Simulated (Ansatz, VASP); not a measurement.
One calculation of AlPdC4N4, two programs

Contents of INCAR:

```
  ALGO = Normal
  EDIFF = 1E-6
  ENCUT = 700
  GGA = PE
  GGA_COMPAT = F
  ISIF = 2
  ISMEAR = 0
  LASPH = T
  LCHARG = F
  LREAL = F
  LWAVE = F
  NBANDS = 40
  NELM = 120
  PREC = Accurate
  SIGMA = 0.1
```

The input KPOINTS:

```
k-points
0
Gamma
  4 4 4
```

The input POSCAR:

```
AlPdC4N4
1.0
    5.8549090800      0.0000000000      0.0000000000
    0.0000000000      5.8549090800      0.0000000000
    0.0000000000      0.0000000000      5.8549090800
Al Pd C N
1 1 4 4
Direct
    0.5000000000      0.5000000000      0.5000000000
    0.0000000000      0.0000000000      0.0000000000
    0.1911054100      0.1911054100      0.1911054100
    0.1911054100      0.8088945900      0.8088945900
    0.8088945900      0.1911054100      0.8088945900
    0.8088945900      0.8088945900      0.1911054100
    0.3064786500      0.3064786500      0.3064786500
    0.3064786500      0.6935213500      0.6935213500
    0.6935213500      0.3064786500      0.6935213500
    0.6935213500      0.6935213500      0.3064786500
```

Input for Ansatz:

```yaml
crystal:
  lattice:
    - [5.85490908, 0.0, 0.0]
    - [0.0, 5.85490908, 0.0]
    - [0.0, 0.0, 5.85490908]
  atoms:
    - { symbol: Al, position: [0.5, 0.5, 0.5] }
    - { symbol: Pd, position: [0.0, 0.0, 0.0] }
    - { symbol: C, position: [0.19110541, 0.19110541, 0.19110541] }
    - { symbol: C, position: [0.19110541, 0.80889459, 0.80889459] }
    - { symbol: C, position: [0.80889459, 0.19110541, 0.80889459] }
    - { symbol: C, position: [0.80889459, 0.80889459, 0.19110541] }
    - { symbol: "N", position: [0.30647865, 0.30647865, 0.30647865] }
    - { symbol: "N", position: [0.30647865, 0.69352135, 0.69352135] }
    - { symbol: "N", position: [0.69352135, 0.30647865, 0.69352135] }
    - { symbol: "N", position: [0.69352135, 0.69352135, 0.30647865] }
basis:
  ecutwfc: 420
kpoints:
  mp_grid: { grid: [4, 4, 4] }
hamiltonian:
  xc: pbe
scf:
  occupations: { method: gaussian, width: 0.1 }
  lower_state_search: "off"
output:
  forces: true
  stress: true
  eigenvalues: true
```

Alike in both runs: task single point; functional PBE; k mesh 4 × 4 × 4; occupations gaussian, width 0.1 eV; no spin polarisation.

|  | VASP | Ansatz |
| --- | --- | --- |
| version | VASP 6.6.1 | Ansatz 0.2.0 |
| potentials or method | VASP PAW PBE potentials, release 64 (Al, Pd_sv_GW, C, N), cutoff 700 eV | scalar-relativistic, plane waves, PAW |
| valence electrons in the cell | 57 | 57 |

|  | VASP | Ansatz | Ansatz less VASP |
| --- | --- | --- | --- |
| gap on the k mesh at the Fermi level (eV) | none | none | - |
| pressure (GPa) | 0.5 | 0.3 | -0.19 |
| rms of the force components (eV/Å) | 1.163 | 1.042 | -0.1210 |

Atom by atom the forces differ by 0.187 eV/Å (rms over components). A gap of «none» marks a metal or a gap that the smearing closes.

Noted on VASP's run: the standard files for N, O and F lose accuracy on very short bonds.
